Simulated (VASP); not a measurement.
# SnO (P2_1/m) in VASP: further runs, part 2 of 2

VASP 6.6.1. Earlier steps stand in the parts before.

### 3 Single point, PBEsol

Input file INCAR:

```
SYSTEM = SnO
ALGO = Normal ; EDIFF = 1E-6
ENCUT = 520 ; GGA = PS
ISIF = 2 ; ISMEAR = 0
LASPH = .TRUE. ; LCHARG = .FALSE.
LREAL = .FALSE. ; LWAVE = .FALSE.
NBANDS = 28 ; NELM = 60
PREC = Accurate ; SIGMA = 0.15
```

Input file KPOINTS:

```
k-points
0
G
  10 10 8
  0 0 0
```

Input file POSCAR:

```
SnO
1.0
    3.7281689778      0.0000000000      0.0000000000
    0.0000000000      3.7281689778      0.0000000000
    0.0000000000      0.0000000000      4.7505758552
Sn O
2 2
Direct
   -0.0304921801      0.5000000000      0.2424656074
    0.5304921801      0.0000000000      0.7575343926
    0.0046169932      0.0000000000      0.0000000000
    0.4953830068      0.5000000000      0.0000000000
```

Potentials or basis: VASP PAW PBE potentials, release 64 (Sn_d, O).

Started as:

```bash
> cat potpaw_PBE.64/Sn_d/POTCAR potpaw_PBE.64/O/POTCAR > POTCAR
> mpirun -np 1 vasp_std > vasp.out
```

OUTCAR:

```text
SYSTEM = SnO
   EDIFF = 1E-6
   ENCUT = 520
   GGA = PS
   ISIF = 2
   ISMEAR = 0
   LASPH = .TRUE.
   LREAL = .FALSE.
   NELM = 60
   PREC = Accurate

 ion  position               nearest neighbor table
   1  0.970  0.500  0.242-   4 2.11   3 2.20   3 2.20   4 2.27   2 3.39   2 3.39   2 3.48   2 3.48
                             2 3.63   2 3.63   2 3.72   2 3.72
   2  0.530  0.000  0.758-   3 2.11   4 2.20   4 2.20   3 2.27   1 3.39   1 3.39   1 3.48   1 3.48
                             1 3.63   1 3.63   1 3.72   1 3.72
   3  0.005  0.000  0.000-   2 2.11   1 2.20   1 2.20   2 2.27
   4  0.495  0.500  0.000-   1 2.11   2 2.20   2 2.20   1 2.27

  LATTYP: Found a simple tetragonal cell.
 ALAT       =     3.7281689778
 C/A-ratio  =     1.2742383415

  Lattice vectors:

 A1 = (   3.7281689778,   0.0000000000,   0.0000000000)
 A2 = (   0.0000000000,   3.7281689778,   0.0000000000)
 A3 = (   0.0000000000,   0.0000000000,   4.7505758552)

Analysis of symmetry for initial positions (statically):
=====================================================================
 Subroutine PRICEL returns:
 Original cell was already a primitive cell.

 Routine SETGRP: Setting up the symmetry group for a
 simple tetragonal supercell.

 Subroutine GETGRP returns: Found  4 space group operations
 (whereof  2 operations were pure point group operations)
 out of a pool of 16 trial point group operations.

The static configuration has the point symmetry C_1h.
 The point group associated with its full space group is C_2h.

Analysis of symmetry for dynamics (positions and initial velocities):
=====================================================================
 Subroutine PRICEL returns:
 Original cell was already a primitive cell.

 Routine SETGRP: Setting up the symmetry group for a
 simple tetragonal supercell.

[... 118 lines left out ...]
   TEBEG  =    0.0;   TEEND  =   0.0 temperature during run
   PSTRESS=    0.0 pullay stress
   NELECT =      40.0000    total number of electrons
   NUPDOWN=      -1.0000    fix difference up-down
   EMIN   =  10.00;   EMAX   =-10.00  energy-range for DOS
   EFERMI =   0.00;   METHOD = LEGACY
   ISMEAR =     0;   SIGMA  =   0.15  broadening in eV -4-tet -1-fermi 0-gaus
   EFERMI_NEDOS =   21; number of points for ismear=-14 and -15
   IALGO  =     38    algorithm
   IMIX   =      4    mixing-type and parameters
     AMIX     =   0.40;   BMIX     =  1.00
     AMIX_MAG =   1.60;   BMIX_MAG =  1.00
  volume/ion in A,a.u.               =      16.51       111.40
  Fermi-wavevector in a.u.,A,eV,Ry     =   1.385210  2.617668 26.106959  1.918807
  Thomas-Fermi vector in A             =   2.509642
   LORBIT       =      0    0 simple, 1 ext, 2 COOP (PROOUT), +10 PAW based schemes
   GGA     = PS    functional components
   LHFCALC =     F    Hartree Fock is set to
   AEXX    =    0.0000 exact exchange contribution
   IVDW    =     0    specifies the selected vdW correction
   LEPSILON=     F    determine dielectric tensor
   LRPA    =     F    only Hartree local field effects (RPA)
 non-spin polarized calculation
 Gauss-broadening in eV      SIGMA  =   0.15
  energy-cutoff  :      520.00
  volume of cell :       66.03
 maximum number of plane-waves:      1812
   NGX = 13   NGY = 13   NGZ = 17

 number of electron      39.9999998 magnetization

 Free energy of the ion-electron system (eV)
  ---------------------------------------------------
  ext. energy  EPLUGINS =         0.00000000
  ---------------------------------------------------
  free energy    TOTEN  =       -24.07375723 eV

  energy without entropy =      -24.07061290  energy(sigma->0) =      -24.07218506

 E-fermi :   7.9467     XC(G=0): -10.7974

 val. band max:        7.9421722084   @ k =   0.1000   0.1000   0.0000
 cond. band min:       7.9547339700   @ k =   0.1000   0.0000   0.0000
 fundamental gap:      0.0125617616
 Fermi energy:         7.9466911364

 k-point     1 :       0.0000    0.0000    0.0000
  band No.  band energies     occupation
      1     -14.3477      2.00000
      2     -13.8386      2.00000
      3     -13.8012      2.00000
      4     -13.7906      2.00000
      5     -13.7289      2.00000
      6     -13.7223      2.00000
[... 733 lines left out ...]
     27      15.5799      0.00000
     28      16.5352      0.00000

 [... further k-points ...]
[... 5 lines left out ...]
  --------------------------------------------------------------------------------------
  -------------------------------------------------------------------------------------
  Total        2.8549015      2.4694159      1.7163794      0.0000000      0.0000000      1.4393811
  in kB       69.2730440     59.9193907     41.6472607      0.0000000      0.0000000     34.9260072
  external PRESSURE =      56.9465651 kB  Pullay stress =       0.0000000 kB

 VOLUME and BASIS-vectors are now :
 -----------------------------------------------------------------------------
  energy-cutoff  :      520.00
  volume of cell :       66.03
      direct lattice vectors                 reciprocal lattice vectors
     3.728168978  0.000000000  0.000000000     0.268228185  0.000000000  0.000000000
     0.000000000  3.728168978  0.000000000     0.000000000  0.268228185  0.000000000
     0.000000000  0.000000000  4.750575855     0.000000000  0.000000000  0.210500796

 POSITION                                       TOTAL-FORCE (eV/Angst)
 -----------------------------------------------------------------------------------
      3.61449      1.86408      1.15185         0.801251      0.000000      0.755846
      1.97776      0.00000      3.59872        -0.801251      0.000000     -0.755846
      0.01721      0.00000      0.00000         0.143760      0.000000      0.124471
      1.84687      1.86408      0.00000        -0.143760      0.000000     -0.124471
 -----------------------------------------------------------------------------------
    total drift:                               -0.000000      0.000000      0.000000

  FREE ENERGIE OF THE ION-ELECTRON SYSTEM (eV)
  ---------------------------------------------------
  free  energy   TOTEN  =       -24.0737572289 eV

  energy  without entropy=      -24.0706128953  energy(sigma->0) =      -24.07218506
```

stdout:

```text
POSCAR found type information on POSCAR SnO
 POSCAR found :  2 types and       4 ions
 scaLAPACK will be used
 -----------------------------------------------------------------------------
|                                                                             |
|                                                                             |
|     You enforced a specific xc type in the INCAR file but a different       |
|     I HOPE YOU KNOW WHAT YOU ARE DOING!                                     |
|                                                                             |
 -----------------------------------------------------------------------------

 LDA part: xc-table for (Slater+PW92), standard interpolation
 POSCAR, INCAR and KPOINTS ok, starting setup
 FFT: planning ... GRIDC
 FFT: planning ... GRID_SOFT
 FFT: planning ... GRID
 WAVECAR not read
 entering main loop
```

It took 2.2 min on 1 thread of Intel Xeon 6975P-C (Granite Rapids), shared host; peak memory 0.46 GiB.

Results:

| Quantity | Value |
| --- | --- |
| Free energy | -24.0738 eV |
| Pressure | 5.7 GPa |
| Largest force | 1.102 eV/Å |
| Band gap on the k mesh | zero (band 20 reaches 7.96 eV, above the bottom of band 21 at 7.66 eV) |

Forces in eV/Å, atoms in the order of the input:
```
Sn   0.801  0.000  0.756
Sn  -0.801  0.000 -0.756
O    0.144  0.000  0.124
O   -0.144  0.000 -0.124
```

Caveat: the PAW data sets were made with another functional, which shifts forces and pressure a little; spin-orbit coupling is left out, which moves the levels of the heavy elements.
